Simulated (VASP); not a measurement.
Wanted: the native input for a VASP 6.6.1 run.

```yaml
Task: single point
Functional: PBEsol
Potentials_or_basis: VASP PAW PBE potentials, release 64 (Cu_sv_GW, O)
Cutoff: 700 eV
k_mesh: 8 × 8 × 5
Occupations: fermi-dirac, width 0.05 eV
Spin: no spin polarisation
Dipole_correction: no
Second_run: valence_matched
Further_INCAR_settings: ALGO = Normal; EDIFF = 1e-06; NBANDS = 33
```

The structure of CuO lies in POSCAR:

```
CuO
1.0
    1.9909680000     -2.1535500000      0.0000000000
    1.9909680000      2.1535500000      0.0000000000
    0.0000000000      0.0000000000      5.1559280000
Cu O
2 2
Direct
    0.5000000000      0.0000000000      0.0000000000
    0.0000000000      0.5000000000      0.5000000000
    0.5000000000      0.5000000000      0.2500000000
    0.5000000000      0.5000000000      0.7500000000
```

These files were run (other wordings do the same):

INCAR

```
PREC = Accurate
ENCUT = 700
EDIFF = 1E-6
ISMEAR = -1
SIGMA = 0.05
LREAL = F
LASPH = T
NELM = 120
ALGO = Normal
ISIF = 2
LWAVE = F
LCHARG = F
GGA = PS
NBANDS = 33
GGA_COMPAT = F
```

KPOINTS

```
Automatic mesh
0
Gamma
  8 8 5
```

Potentials or basis: VASP PAW PBE potentials, release 64 (Cu_sv_GW, O).

Launch:

```bash
$ cat potpaw_PBE.64/Cu_sv_GW/POTCAR potpaw_PBE.64/O/POTCAR > POTCAR
$ mpirun -np 1 vasp_std > vasp.out
```

It gave:

| Quantity | Value |
| --- | --- |
| Pressure | -8.7 GPa |
| Band gap on the k mesh | zero (band 25 reaches 5.36 eV, above the bottom of band 26 at 4.49 eV) |

Caveat: the PAW data sets were made with another functional, which shifts forces and pressure a little; semilocal functionals often make such compounds metallic where correlation or magnetic order opens a gap, which also shifts bond lengths.

Run time: 90 s on 1 thread of Intel(R) Xeon(R) 6975P-C (Granite Rapids) (shared host), peak memory 0.28 GiB.
